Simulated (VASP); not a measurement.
# CdC2: relaxation of cell and atoms with PBE

The system is CdC2.

```
Cd C
1.0
    -1.74328    2.32933    2.61218
     1.74328   -2.32933    2.61218
     1.74328    2.32933   -2.61218
Cd C
1 2
Cartesian
  0.0000 0.0000 0.0000
  1.7433 1.6988 0.0000
  0.0000 0.6305 2.6122
```

| Quantity | Value |
| --- | --- |
| Program | VASP 6.6.1 |
| Task | relaxation of cell and atoms |
| Functional | PBE |
| Potentials or basis | VASP PAW PBE potentials, release 64 (Cd, C) |
| Cutoff | 600 eV |
| k mesh | 10 × 10 × 10 |
| Occupations | gaussian, width 0.01 eV |
| Spin | no spin polarisation |
| Target pressure | 2 GPa |
| Dipole correction | no |
| Further INCAR settings | ALGO = Normal; EDIFF = 1e-07; IBRION = 2; EDIFFG = -0.001; NSW = 80; ISIF = 3 |

```yaml
Relaxed_volume: 13.85 Å³/atom
Relaxed_cell: a = 3.881 Å, b = 3.881 Å, c = 3.881 Å, α = 127.03°, β = 106.40°, γ = 96.63°
Space_group_after_relaxing_to_0.1_Å: Immm (No. 71)
Energy_change_on_relaxing_the_run_minimises_the_enthalpy: +2.1 meV/atom
Ionic_steps: 25
Pressure_after_relaxing: 2.0 GPa
Band_gap_on_the_k_mesh: 1.00 eV (least direct gap 1.71 eV)
```

Step by step:
| step | energy change (eV) | largest force (eV/Å) | pressure (GPa) | volume (Å³) |
| --- | --- | --- | --- | --- |
| 1 | 0.0000 | 0.0658 | 0.46 | 42.43 |
| 2 | 0.0059 | 0.0137 | 2.00 | 41.60 |
| 3 | 0.0061 | 0.0149 | 2.03 | 41.59 |
| 4 | 0.0060 | 0.0464 | 1.95 | 41.57 |
| 5 | 0.0063 | 0.0932 | 1.85 | 41.54 |
| 6 | 0.0064 | 0.0204 | 1.97 | 41.53 |
| 7 | 0.0064 | 0.0177 | 1.97 | 41.53 |
| 8 | 0.0064 | 0.0116 | 1.98 | 41.53 |
| 9 | 0.0064 | 0.0062 | 2.02 | 41.53 |
| 10 | 0.0064 | 0.0101 | 2.02 | 41.53 |
| 11 | 0.0063 | 0.0011 | 2.01 | 41.53 |
| 12 | 0.0063 | 0.0005 | 2.01 | 41.54 |
| 13 | 0.0063 | 0.0032 | 2.01 | 41.54 |
| 14 | 0.0063 | 0.0019 | 2.00 | 41.54 |
| 15 | 0.0063 | 0.0010 | 2.01 | 41.54 |
| 16 | 0.0063 | 0.0007 | 2.01 | 41.54 |
| 17 | 0.0063 | 0.0010 | 2.01 | 41.54 |
| 18 | 0.0063 | 0.0014 | 2.00 | 41.54 |
| 19 | 0.0063 | 0.0015 | 2.01 | 41.54 |
| 20 | 0.0062 | 0.0017 | 1.99 | 41.54 |
| 21 | 0.0063 | 0.0015 | 1.99 | 41.54 |
| 22 | 0.0063 | 0.0014 | 1.99 | 41.54 |
| 23 | 0.0063 | 0.0015 | 2.00 | 41.54 |
| 24 | 0.0063 | 0.0014 | 2.00 | 41.54 |
| 25 | 0.0063 | 0.0007 | 2.00 | 41.54 |

Final structure:
```
Cd C
1.0
    -1.73080    2.32476    2.58096
     1.73080   -2.32476    2.58096
     1.73080    2.32476   -2.58096
Cd C
1 2
Direct
  0.00000 0.00000 0.00000
  0.36438 0.50000 0.86438
  0.63562 0.50000 0.13562
```

Levels at points of the mesh, in eV from the valence-band top:
```tsv
k point	band 7	band 8	band 9	band 10	band 11	band 12	band 13	band 14
(0.00, 0.00, 0.00)	-4.49	-3.70	-1.67	-1.03	3.86	6.13	6.81	9.48
(0.50, 0.00, 0.00)	-6.07	-2.06	-1.07	-0.63	3.32	4.43	6.29	8.90
(0.00, 0.50, 0.00)	-4.46	-3.11	-2.16	-0.91	1.77	5.89	6.11	7.45
(0.50, 0.50, 0.00)	-5.72	-2.93	-2.75	-1.01	1.03	4.44	8.42	9.78
(0.50, 0.50, 0.50)	-5.58	-4.49	-2.99	-1.99	5.05	6.90	7.06	8.32
```

Run time: 7.1 min on 1 thread of Intel(R) Xeon(R) 6975P-C (Granite Rapids), with other jobs on the host, peak memory 0.27 GiB.

Caveat: the cell is relaxed towards a set pressure, so the run minimises the enthalpy, not the energy. A k mesh can miss the band edges.
